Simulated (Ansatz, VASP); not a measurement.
## One calculation of MgO, two programs

The input INCAR:

```
PREC = Accurate ; ENCUT = 520
EDIFF = 1E-6 ; ISMEAR = 0
SIGMA = 0.05 ; LREAL = F
LASPH = T ; NELM = 60
ALGO = Normal ; ISIF = 2
LWAVE = F ; LCHARG = F
GGA = PE ; NBANDS = 11
```

KPOINTS

```
regular mesh
0
Gamma
  10 10 10
```

File POSCAR:

```
MgO
1.0
    0.0000000000      2.1272186771      2.1272186771
    2.1272186771      0.0000000000      2.1272186771
    2.1272186771      2.1272186771      0.0000000000
Mg O
1 1
Direct
   -0.0199592763      0.0199592763      0.0465716447
    0.5303212832      0.4696787168      0.4292503391
```

Input for Ansatz:

```yaml
crystal:
  lattice:
    - [0.0, 2.1272186771, 2.1272186771]
    - [2.1272186771, 0.0, 2.1272186771]
    - [2.1272186771, 2.1272186771, 0.0]
  atoms:
    - { symbol: Mg, position: [-0.0199592763, 0.0199592763, 0.0465716447] }
    - { symbol: O, position: [0.5303212832, 0.4696787168, 0.4292503391] }
basis:
  ecutwfc: 520.0
kpoints:
  mp_grid: { grid: [10, 10, 10] }
hamiltonian:
  xc: pbe
  pseudopotentials: { kind: paw, azcp: { folder: soft_1 } }
scf:
  occupations: { method: gaussian, width: 0.05 }
output:
  forces: true
  stress: true
  eigenvalues: true
```

Change from the starting cell: mode 4 frozen in at -0.215 Å and mode 5 at -0.086 Å (largest displacements).

Alike in both runs: task single point; functional PBE; k mesh 10 × 10 × 10; occupations gaussian, width 0.05 eV; no spin polarisation.

```csv
,VASP,Ansatz
version,VASP 6.6.1,Ansatz 0.2.0
potentials or method,"VASP PAW PBE potentials, release 64 (Mg, O), cutoff 520 eV","scalar-relativistic, plane waves, PAW"
valence electrons in the cell,8,16
```

```tsv
	VASP	Ansatz	Ansatz less VASP
gap on the k mesh at the Fermi level (eV)	4.40	4.42	+0.016
least direct gap on the mesh (eV)	4.40	4.42	+0.016
pressure (GPa)	14.0	14.4	+0.45
traceless stress, the component that is largest in VASP (GPa)	28.76	28.19	-0.574
rms of the force components (eV/Å)	1.943	1.908	-0.0352
```

Atom by atom the forces differ by 0.035 eV/Å (rms over components). The functional is the same, so the differences come from potentials, cutoffs and numerics. VASP's potentials hold 8 valence electrons a cell and Ansatz's 16, so a difference there can come from the potentials and not from the codes.
